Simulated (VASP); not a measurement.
The system is YSc.

```
CELL_PARAMETERS angstrom
3.52017 0.00000 0.00000
-1.76008 3.04855 0.00000
0.00000 0.00000 5.40412
ATOMIC_POSITIONS crystal
Y 0.00000 0.00000 0.00000
Sc 0.33333 0.66667 0.50000
```

```yaml
Program: VASP 6.6.1
Task: relaxation of cell and atoms
Functional: LDA
Potentials_or_basis: VASP PAW LDA potentials, release 64 (Y_sv, Sc_sv)
Cutoff: 600 eV
k_mesh: 15 × 15 × 8
Occupations: gaussian, width 0.1 eV
Spin: no spin polarisation
```

At the start: pressure -4.5 GPa; volume 29.00 Å³/atom.

**Question.** How do energy, volume and symmetry change on relaxing?

**Answer.** Over 7 steps the energy falls by 43.2 meV/atom and the volume is 26.15 Å³/atom (-9.8 %); space group P-6m2 (No. 187, to 0.05 Å).

The path:
| step | energy change (eV) | largest force (eV/Å) | pressure (GPa) | volume (Å³) |
| --- | --- | --- | --- | --- |
| 1 | 0.0000 | 0.0000 | -4.51 | 57.99 |
| 2 | -0.0840 | 0.0000 | 0.90 | 51.40 |
| 3 | -0.0865 | 0.0000 | 0.02 | 52.27 |
| 4 | -0.0864 | 0.0000 | -0.09 | 52.38 |
| 5 | -0.0865 | 0.0000 | -0.09 | 52.38 |
| 6 | -0.0865 | 0.0000 | -0.09 | 52.37 |
| 7 | -0.0865 | 0.0000 | -0.02 | 52.31 |

Final structure:
```
Y Sc
1.0
     3.39728    0.00000    0.00000
    -1.69864    2.94213    0.00000
     0.00000    0.00000    5.23315
Y Sc
1 1
Direct
  0.00000 0.00000 0.00000
  0.33333 0.66667 0.50000
```
